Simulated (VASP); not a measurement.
Here is a VASP 6.6.1 calculation.

Contents of INCAR:

```
SYSTEM = CrC2N2
PREC = Accurate ; ENCUT = 520
EDIFF = 1E-7 ; ISMEAR = 0
SIGMA = 0.1 ; LREAL = .False.
LASPH = .True. ; NELM = 150
ALGO = Normal ; ISIF = 2
LWAVE = .False. ; LCHARG = .False.
ISPIN = 2 ; MAGMOM = 3 3 0 0 0 0 0 0 0 0
LORBIT = 11 ; LMAXMIX = 4
GGA = PE ; NBANDS = 45
```

Contents of KPOINTS:

```
regular mesh
0
Gamma
  4 4 6
  0 0 0
```

The input POSCAR:

```
CrC2N2
1.0
    7.3954228167      0.0000000000      0.0000000000
    0.0000000000      7.3954228167      0.0000000000
    0.0000000000      0.0000000000      4.0599161223
Cr C N
2 4 4
Direct
    0.0000000000      0.0000000000      0.0000000000
    0.5000000000      0.5000000000      0.0000000000
    0.1972202198      0.8027797802      0.0000000000
    0.8027797802      0.1972202198      0.0000000000
    0.1972202198      0.1972202198      0.0000000000
    0.8027797802      0.8027797802      0.0000000000
    0.3089835421      0.6910164579      0.0000000000
    0.6910164579      0.3089835421      0.0000000000
    0.3089835421      0.3089835421      0.0000000000
    0.6910164579      0.6910164579      0.0000000000
```

Potentials or basis: VASP PAW PBE potentials, release 64 (Cr_pv, C, N).

Command:

```console
$ cat potpaw_PBE.64/Cr_pv/POTCAR potpaw_PBE.64/C/POTCAR potpaw_PBE.64/N/POTCAR > POTCAR
$ mpirun -np 1 vasp_std > vasp.out
```

Q: Predict the net moment.

A: 0.17 μB per cell.

Q: Estimate the largest force.

A: 2.737 eV/Å.

Stress tensor (GPa, compression positive):
```
-4.91  0.00  0.00
 0.00 -4.91  0.00
 0.00  0.00 -0.95
```

Caveat: the cell stands under tension; forces of over 1 eV/Å act on the atoms, so gaps and moduli don't describe the material at rest.
